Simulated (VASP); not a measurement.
# Zn (Fm-3m) in VASP: notebook

Zn is run at these levels: PBE+D3(BJ); tasks: single point, relaxation of cell and atoms.

Everything below comes from runs of VASP 6.6.1. Logs are shortened: lines on timing, memory, paths and dates and some standing lists are left out, and cuts for length are marked.

## 1. The cell of the first run

It takes space group Fm-3m (No. 225, cubic). Conventional cell: a = 3.930 Å, b = 3.930 Å, c = 3.930 Å, α = 90.00°, β = 90.00°, γ = 90.00°. Zn (site symmetry m-3m) has 12 Zn at 2.78 Å within 3.7 Å.

## 2. Single point, PBE+D3(BJ)

The input, INCAR:

```
SYSTEM = Zn
ALGO     = Normal         ! electronic algorithm
EDIFF    = 1E-6           ! SCF threshold, eV
ENCUT    = 500            ! plane-wave cutoff, eV
GGA      = PE             ! functional
GGA_COMPAT= .False.      
ISIF     = 2              ! what is computed and relaxed
ISMEAR   = 0              ! smearing method
IVDW     = 12             ! dispersion correction
LASPH    = .True.         ! aspherical terms in the spheres
LCHARG   = .False.        ! write CHGCAR
LREAL    = .False.        ! projectors in reciprocal space
LWAVE    = .False.        ! write WAVECAR
NBANDS   = 12             ! bands
NELM     = 120            ! most SCF steps
PREC     = Accurate       ! precision mode
SIGMA    = 0.1            ! smearing width, eV
```

The input, KPOINTS:

```
k-points
0
Gamma
  8 8 8
  0 0 0
```

The input, POSCAR:

```
Zn
1.0
    0.0000000000      1.9647760000      1.9647760000
    1.9647760000      0.0000000000      1.9647760000
    1.9647760000      1.9647760000      0.0000000000
Zn
1
Direct
    0.0000000000      0.0000000000      0.0000000000
```

Potentials or basis: VASP PAW PBE potentials, release 64 (Zn).

Started as:

```bash
$ cat potpaw_PBE.64/Zn/POTCAR > POTCAR
$ mpirun -np 1 vasp_std > vasp.out
```

OUTCAR:

```text
SYSTEM = Zn
   EDIFF = 1E-6
   ENCUT = 500
   GGA = PE
   ISIF = 2
   ISMEAR = 0
   IVDW = 12
   LASPH = .True.
   LREAL = .False.
   NELM = 120
   PREC = Accurate
 IVDW          = 12

 ion  position               nearest neighbor table
   1  0.000  0.000  0.000-

  LATTYP: Found a face centered cubic cell.
 ALAT       =     3.9295520000

  Lattice vectors:

 A1 = (   0.0000000000,   1.9647760000,   1.9647760000)
 A2 = (   1.9647760000,   0.0000000000,   1.9647760000)
 A3 = (   1.9647760000,   1.9647760000,   0.0000000000)

Analysis of symmetry for initial positions (statically):
=====================================================================
 Subroutine PRICEL returns:
 Original cell was already a primitive cell.

 Routine SETGRP: Setting up the symmetry group for a
 face centered cubic supercell.

 Subroutine GETGRP returns: Found 48 space group operations
 (whereof 48 operations were pure point group operations)
 out of a pool of 48 trial point group operations.

The static configuration has the point symmetry O_h .

Analysis of symmetry for dynamics (positions and initial velocities):
=====================================================================
 Subroutine PRICEL returns:
 Original cell was already a primitive cell.

 Routine SETGRP: Setting up the symmetry group for a
 face centered cubic supercell.

 Subroutine GETGRP returns: Found 48 space group operations
 (whereof 48 operations were pure point group operations)
 out of a pool of 48 trial point group operations.

The dynamic configuration has the point symmetry O_h .

 Subroutine INISYM returns: Found 48 space group operations
 (whereof 48 operations are pure point group operations),
 and found     1 'primitive' translations

----------------------------------------------------------------------------------------

                                     Primitive cell

  volume of cell :      15.1694

  direct lattice vectors                    reciprocal lattice vectors
     0.000000000  1.964776000  1.964776000    -0.254481936  0.254481936  0.254481936
     1.964776000  0.000000000  1.964776000     0.254481936 -0.254481936  0.254481936
     1.964776000  1.964776000  0.000000000     0.254481936  0.254481936 -0.254481936

  length of vectors
     2.778612866  2.778612866  2.778612866     0.440775643  0.440775643  0.440775643

  position of ions in fractional coordinates (direct lattice)
     0.000000000  0.000000000  0.000000000

  ion indices of the primitive-cell ions
   primitive index   ion index
                 1           1

----------------------------------------------------------------------------------------

 KPOINTS: k-points

Automatic generation of k-mesh.
 Grid dimensions read from file:
 generate k-points for:    8    8    8

 Generating k-lattice:

  Cartesian coordinates                     Fractional coordinates (reciprocal lattice)
    -0.031810242  0.031810242  0.031810242     0.125000000  0.000000000  0.000000000
     0.031810242 -0.031810242  0.031810242     0.000000000  0.125000000  0.000000000
     0.031810242  0.031810242 -0.031810242     0.000000000  0.000000000  0.125000000

  Length of vectors
     0.055096955  0.055096955  0.055096955

  Shift w.r.t. Gamma in fractional coordinates (k-lattice)
     0.000000000  0.000000000  0.000000000

 Subroutine IBZKPT returns following result:
 ===========================================

 Found     29 irreducible k-points:

 Following reciprocal coordinates:
            Coordinates               Weight
  0.000000  0.000000  0.000000      1.000000
  0.125000  0.000000  0.000000      8.000000
  0.250000  0.000000  0.000000      8.000000
  0.375000  0.000000  0.000000      8.000000
  0.500000  0.000000  0.000000      4.000000
  0.125000  0.125000  0.000000      6.000000
[... 16 lines left out ...]
  0.500000  0.250000  0.125000     48.000000
 -0.375000  0.250000  0.125000     24.000000
 [... further k-points ...]
   k-points           NKPTS =     29   k-points in BZ     NKDIM =     29   number of bands    NBANDS=     12
   number of dos      NEDOS =    301   number of ions     NIONS =      1
   total plane-waves  NPLWV =   8000
   dimension x,y,z NGX =    20 NGY =   20 NGZ =   20
   dimension x,y,z NGXF=    40 NGYF=   40 NGZF=   40
   ions per type =               1
   NGX,Y,Z   is equivalent  to a cutoff of  11.97, 11.97, 11.97 a.u.
   NGXF,Y,Z  is equivalent  to a cutoff of  23.93, 23.93, 23.93 a.u.
 SYSTEM =  Zn
   PREC   = accura    normal or accurate (medium, high low for compatibility)
   ISTART =      0    job   : 0-new  1-cont  2-samecut
   ICHARG =      2    charge: 1-file 2-atom 10-const
   ISPIN  =      1    spin polarized calculation?
   LNONCOLLINEAR =      F non collinear calculations
   LSORBIT =      F    spin-orbit coupling
   LASPH  =      T    aspherical Exc in radial PAW
   ENCUT  =  500.0 eV  36.75 Ry    6.06 a.u.   5.07  5.07  5.07*2*pi/ulx,y,z
   NELM   =    120;   NELMIN=  2; NELMDL= -5     # of ELM steps
   EDIFF  = 0.1E-05   stopping-criterion for ELM
   LREAL  =      F    real-space projection
   EDIFFG = 0.1E-04   stopping-criterion for IOM
   NSW    =      0    number of steps for IOM
   IBRION =     -1    ionic relax: 0-MD 1-quasi-New 2-CG
   NFREE  =      0    steps in history (QN), initial steepest desc. (CG)
   ISIF   =      2    stress and relaxation
   ISYM   =      2    0-nonsym 1-usesym 2-fastsym
   POTIM  = 0.5000    time-step for ionic-motion
   TEBEG  =    0.0;   TEEND  =   0.0 temperature during run
   PSTRESS=    0.0 pullay stress
   NELECT =      12.0000    total number of electrons
   NUPDOWN=      -1.0000    fix difference up-down
   EMIN   =  10.00;   EMAX   =-10.00  energy-range for DOS
   EFERMI =   0.00;   METHOD = LEGACY
   ISMEAR =     0;   SIGMA  =   0.10  broadening in eV -4-tet -1-fermi 0-gaus
   EFERMI_NEDOS =   21; number of points for ismear=-14 and -15
   IALGO  =     38    algorithm
   IMIX   =      4    mixing-type and parameters
     AMIX     =   0.40;   BMIX     =  1.00
     AMIX_MAG =   1.60;   BMIX_MAG =  1.00
  volume/ion in A,a.u.               =      15.17       102.37
  Fermi-wavevector in a.u.,A,eV,Ry     =   1.514069  2.861175 31.190044  2.292404
  Thomas-Fermi vector in A             =   2.623775
   LORBIT       =      0    0 simple, 1 ext, 2 COOP (PROOUT), +10 PAW based schemes
   GGA     = PE    functional components
   LHFCALC =     F    Hartree Fock is set to
   AEXX    =    0.0000 exact exchange contribution
   IVDW    =    12    specifies the selected vdW correction
   LEPSILON=     F    determine dielectric tensor
   LRPA    =     F    only Hartree local field effects (RPA)
 non-spin polarized calculation
 Gauss-broadening in eV      SIGMA  =   0.10
  energy-cutoff  :      500.00
  volume of cell :       15.17
 maximum number of plane-waves:       396
   NGX = 11   NGY = 11   NGZ = 11

 number of electron      11.9999991 magnetization

 Free energy of the ion-electron system (eV)
  ---------------------------------------------------
  ext. energy  EPLUGINS =         0.00000000
  ---------------------------------------------------
  free energy    TOTEN  =        -1.07987049 eV

  energy without entropy =       -1.07813018  energy(sigma->0) =       -1.07900034

 E-fermi :   2.7467     XC(G=0): -11.5767

 val. band max:        2.5902922879   @ k =  -0.3750   0.3750   0.1250
 cond. band min:       2.8329323458   @ k =   0.5000   0.1250   0.0000
 fundamental gap:      0.2426400578
 Fermi energy:         2.7466787404

 k-point     1 :       0.0000    0.0000    0.0000
  band No.  band energies     occupation
      1      -7.2703      2.00000
      2      -4.5332      2.00000
      3      -4.5332      2.00000
      4      -4.5332      2.00000
      5      -4.1529      2.00000
      6      -4.1529      2.00000
      7      21.3542      0.00000
      8      21.3542      0.00000
      9      21.3542      0.00000
     10      21.9770      0.00000
     11      24.1322      0.00000
     12      24.1322      0.00000

 k-point     2 :       0.1250    0.0000    0.0000
  band No.  band energies     occupation
      1      -6.8054      2.00000
      2      -4.5629      2.00000
      3      -4.4865      2.00000
      4      -4.4865      2.00000
      5      -4.1623      2.00000
      6      -4.1623      2.00000
      7      16.2285      0.00000
      8      20.2735      0.00000
      9      20.2735      0.00000
     10      21.6420      0.00000
     11      25.9994      0.00000
     12      25.9994      0.00000

 k-point     3 :       0.2500    0.0000    0.0000
  band No.  band energies     occupation
      1      -5.6608      2.00000
      2      -4.4536      2.00000
      3      -4.4536      2.00000
      4      -4.3702      2.00000
      5      -4.1002      2.00000
      6      -4.1002      2.00000
      7      10.3980      0.00000
      8      19.0982      0.00000
      9      19.0982      0.00000
     10      21.2200      0.00000
     11      24.9559      0.00000
     12      24.9559      0.00000
[... 286 lines left out ...]
 k-point    23 :       0.5000    0.2500    0.1250
  band No.  band energies     occupation
      1      -4.9028      2.00000
      2      -4.6349      2.00000
      3      -4.4983      2.00000
      4      -4.2246      2.00000
      5      -3.9602      2.00000
      6      -1.0799      2.00000
      7       6.4663      0.00000
      8      11.3226      0.00000
      9      13.8997      0.00000
     10      20.9050      0.00000
     11      24.0675      0.00000
     12      26.7460      0.00000

 k-point    24 :      -0.3750    0.2500    0.1250
  band No.  band energies     occupation
      1      -4.9281      2.00000
      2      -4.6936      2.00000
      3      -4.3366      2.00000
      4      -4.2961      2.00000
      5      -3.8923      2.00000
      6       1.9330      2.00000
      7       2.5288      1.99794
      8      11.8509      0.00000
      9      12.4250      0.00000
     10      20.7903      0.00000
     11      23.7532      0.00000
     12      31.3568      0.00000

 [... further k-points ...]

------------------------ aborting loop because EDIFF is reached ----------------------------------------

 Edisp (eV)   -0.40272

 E8    (eV) :    -0.1692

  FORCE on cell =-STRESS in cart. coord.  units (eV):
  Direction    XX          YY          ZZ          XY          YZ          ZX
  --------------------------------------------------------------------------------------
  -------------------------------------------------------------------------------------
  Total      -0.35968    -0.35968    -0.35968    -0.00000    -0.00000     0.00000
  in kB     -37.98883   -37.98883   -37.98883    -0.00000    -0.00000     0.00000
  external pressure =      -37.99 kB  Pullay stress =        0.00 kB

 VOLUME and BASIS-vectors are now :
 -----------------------------------------------------------------------------
  energy-cutoff  :      500.00
  volume of cell :       15.17
      direct lattice vectors                 reciprocal lattice vectors
     0.000000000  1.964776000  1.964776000    -0.254481936  0.254481936  0.254481936
     1.964776000  0.000000000  1.964776000     0.254481936 -0.254481936  0.254481936
     1.964776000  1.964776000  0.000000000     0.254481936  0.254481936 -0.254481936

 POSITION                                       TOTAL-FORCE (eV/Angst)
 -----------------------------------------------------------------------------------
      0.00000      0.00000      0.00000         0.000000      0.000000      0.000000
 -----------------------------------------------------------------------------------
    total drift:                               -0.000000     -0.000000     -0.000000

  FREE ENERGIE OF THE ION-ELECTRON SYSTEM (eV)
  ---------------------------------------------------
  free  energy   TOTEN  =        -1.4825929888 eV

  energy  without entropy=       -1.4808526826  energy(sigma->0) =       -1.48172284
```

It took 3.8 s on 1 thread of AMD EPYC 7R13 (Zen 3), shared host; peak memory 0.1 GiB.

Results:

- Free energy: -1.4826 eV
- Pressure: -3.8 GPa
- Band gap on the k mesh: zero (band 6 reaches 5.34 eV, above the bottom of band 7 at 1.70 eV)
- Dispersion energy per atom: -0.403 eV

Levels at points of the mesh, in eV from the Fermi level:
```tsv
k point	band 2	band 3	band 4	band 5	band 6	band 7	band 8	band 9	band 10	band 11
(0.00, 0.00, 0.00)	-7.28	-7.28	-7.28	-6.90	-6.90	18.61	18.61	18.61	19.23	21.39
(0.50, 0.00, 0.00)	-7.28	-7.28	-6.62	-6.62	-2.56	-1.04	15.59	15.59	17.77	19.29
(0.50, 0.50, 0.00)	-7.89	-6.63	-6.54	-6.54	-0.66	2.07	8.77	8.77	12.42	13.58
```

Caveat: pairwise dispersion overbinds metals, which lowers pressure and volume.

## 3. Single point, PBE+D3(BJ)

This run uses another cell than the first one, of 14.24 Å³/atom, 0.939 times its volume.

The input, INCAR:

```
SYSTEM = Zn
PREC = Accurate
ENCUT = 520
EDIFF = 1E-6
ISMEAR = 0
SIGMA = 0.1
LREAL = .False.
LASPH = .True.
NELM = 60
ALGO = Normal
ISIF = 2
LWAVE = .False.
LCHARG = .False.
GGA = PE
IVDW = 12
NBANDS = 12
```

The input, KPOINTS:

```
regular mesh
0
Gamma
  18 18 18
  0 0 0
```

The input, POSCAR:

```
Zn
1.0
    0.0000000000      1.9239113290      1.9239113290
    1.9239113290      0.0000000000      1.9239113290
    1.9239113290      1.9239113290      0.0000000000
Zn
1
Direct
    0.0000000000      0.0000000000      0.0000000000
```

Potentials or basis: VASP PAW PBE potentials, release 64 (Zn).

Started as:

```bash
$ cat potpaw_PBE.64/Zn/POTCAR > POTCAR
$ mpirun -np 1 vasp_std > vasp.out
```

Run time: 31 s. Hardware: 1 thread of Intel Xeon 8259CL, shared host; peak memory 0.16 GiB.

Results (log left out):

```yaml
Free_energy: -1.4999 eV
Pressure: 0.5 GPa
Band_gap_on_the_k_mesh: zero (band 6 reaches 5.28 eV, above the bottom of band 7 at 2.27 eV)
Dispersion_energy_per_atom: -0.430 eV
```

Levels at points of the mesh, in eV from the Fermi level:
```csv
k point,band 3,band 4,band 5,band 6,band 7,band 8,band 9,band 10
"(0.00, 0.00, 0.00)",-7.74,-7.74,-7.31,-7.31,19.22,19.22,19.22,19.43
"(0.50, 0.00, 0.00)",-7.74,-6.99,-6.99,-3.12,-1.21,16.07,16.07,17.93
"(0.50, 0.50, 0.00)",-7.01,-6.91,-6.91,-1.10,2.03,8.81,8.81,12.56
```

Caveat: pairwise dispersion overbinds metals, which lowers pressure and volume.

## 4. Relaxation of cell and atoms, PBE+D3(BJ)

The input, INCAR:

```
SYSTEM = Zn
PREC = Accurate
ENCUT = 600
EDIFF = 1E-6
ISMEAR = 0
SIGMA = 0.1
LREAL = .FALSE.
LASPH = .TRUE.
NELM = 80
ALGO = Normal
ISIF = 3
LWAVE = .FALSE.
LCHARG = .FALSE.
GGA = PE
IVDW = 12
IBRION = 2
NSW = 100
EDIFFG = -0.005
```

The input, KPOINTS:

```
regular mesh
0
G
  18 18 18
  0 0 0
```

The input, POSCAR:

```
Zn
1.0
    0.0000000000      1.9647760000      1.9647760000
    1.9647760000      0.0000000000      1.9647760000
    1.9647760000      1.9647760000      0.0000000000
Zn
1
Direct
    0.0000000000      0.0000000000      0.0000000000
```

Started as:

```bash
$ cat potpaw_PBE.64/Zn/POTCAR > POTCAR
$ mpirun -np 1 vasp_std > vasp.out
```

It took 94 s on 1 thread of Intel Xeon 8259CL, shared host; peak memory 0.18 GiB.

It converged, with:

```yaml
Free_energy: -1.5001 eV
Relaxed_volume: 14.31 Å³/atom
Relaxed_cell: a = 2.725 Å, b = 2.725 Å, c = 2.725 Å, α = 60.00°, β = 60.00°, γ = 60.00°
Space_group_after_relaxing_to_0.05_Å: Fm-3m (No. 225)
Energy_gained_by_relaxing: 12.2 meV/atom
Ionic_steps: 5
Pressure_after_relaxing: 0.0 GPa
Band_gap_on_the_k_mesh: zero (band 6 reaches 5.24 eV, above the bottom of band 7 at 2.23 eV)
Dispersion_energy_per_atom: -0.428 eV
```

Step by step:
```csv
step,energy change (eV),largest force (eV/Å),pressure (GPa),volume (Å³)
1,0.0000,0.0000,-4.15,15.17
2,-0.0121,0.0000,-0.31,14.32
3,-0.0121,0.0000,0.21,14.27
4,-0.0122,0.0000,0.06,14.29
5,-0.0122,0.0000,-0.04,14.31
```

Final structure:
```
Zn
1.0
     0.00000    1.92679    1.92679
     1.92679    0.00000    1.92679
     1.92679    1.92679    0.00000
Zn
1
Direct
  0.00000 0.00000 0.00000
```

Levels at points of the mesh, in eV from the Fermi level:
```
           k point  band 3  band 4  band 5  band 6  band 7  band 8  band 9  band 10
(0.00, 0.00, 0.00)   -7.72   -7.72   -7.30   -7.30   19.16   19.16   19.16    19.40
(0.50, 0.00, 0.00)   -7.73   -6.99   -6.99   -3.09   -1.22   16.01   16.01    17.90
(0.50, 0.50, 0.00)   -7.00   -6.91   -6.91   -1.09    2.01    8.79    8.79    12.53
```

Caveat: pairwise dispersion overbinds metals, which lowers pressure and volume.

## 5. The runs side by side

```tsv
task	cell	k mesh	cutoff (eV)	gap on the mesh (eV)	pressure (GPa)
single point	a = 2.779 Å, angles 60.0°, 1 atom	8 × 8 × 8	500	none	-3.8
single point	a = 2.721 Å, angles 60.0°, 1 atom	18 × 18 × 18	520	none	0.5
relaxation of cell and atoms	relaxed from a = 2.779 Å, angles 60.0°, 1 atom	18 × 18 × 18	600	none	0.0
```

Alike in all rows: level PBE+D3(BJ); potentials or basis VASP PAW PBE potentials, release 64 (Zn); no spin polarisation; smearing gaussian 0.1 eV.

Caveats: pairwise dispersion overbinds metals, which lowers pressure and volume.

Total energies depend on the potentials used, so only differences within one code and one set of settings carry meaning.
